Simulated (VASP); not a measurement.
Wanted: the native input for a VASP 6.6.1 run.

```yaml
Task: single point
Functional: PBEsol
Potentials_or_basis: VASP PAW PBE potentials, release 64 (Hf_pv, O)
Cutoff: 520 eV
k_mesh: 9 × 9 × 9
Occupations: fermi-dirac, width 0.05 eV
Spin: no spin polarisation
Dipole_correction: no
Further_INCAR_settings: ALGO = Normal; EDIFF = 1e-06; NBANDS = 18
```

The structure of HfO2 lies in POSCAR:

```
HfO2
1.0
    0.0000000000      2.4927772035      2.4927772035
    2.4927772035      0.0000000000      2.4927772035
    2.4927772035      2.4927772035      0.0000000000
Hf O
1 2
Direct
    0.0000000000      0.0000000000      0.0000000000
    0.7500000000      0.7500000000      0.7500000000
    0.2500000000      0.2500000000      0.2500000000
```

The input as run:

INCAR

```
ALGO     = Normal         # electronic algorithm
EDIFF    = 1E-6           # SCF threshold, eV
ENCUT    = 520            # plane-wave cutoff, eV
GGA      = PS             # functional
ISIF     = 2              # what is computed and relaxed
ISMEAR   = -1             # smearing method
LASPH    = True           # aspherical terms in the spheres
LCHARG   = False          # write CHGCAR
LREAL    = False          # projectors in reciprocal space
LWAVE    = False          # write WAVECAR
NBANDS   = 18             # bands
NELM     = 100            # most SCF steps
PREC     = Accurate       # precision mode
SIGMA    = 0.05           # smearing width, eV
```

KPOINTS

```
k-points
0
Gamma
  9 9 9
```

Potentials or basis: VASP PAW PBE potentials, release 64 (Hf_pv, O).

Command:

```sh
$ cat potpaw_PBE.64/Hf_pv/POTCAR potpaw_PBE.64/O/POTCAR > POTCAR
$ mpirun -np 1 vasp_std > vasp.out
```

It gave:

| Quantity | Value |
| --- | --- |
| Pressure | 5.9 GPa |
| Band gap on the k mesh | 3.92 eV, indirect (least direct gap 4.05 eV) |

Caveat: the PAW data sets were made with another functional, which shifts forces and pressure a little; spin-orbit coupling is left out, which moves the levels of the heavy elements.

It took 9.9 s on 1 thread of Intel(R) Xeon(R) 6975P-C (Granite Rapids) (shared host), peak memory 0.16 GiB.
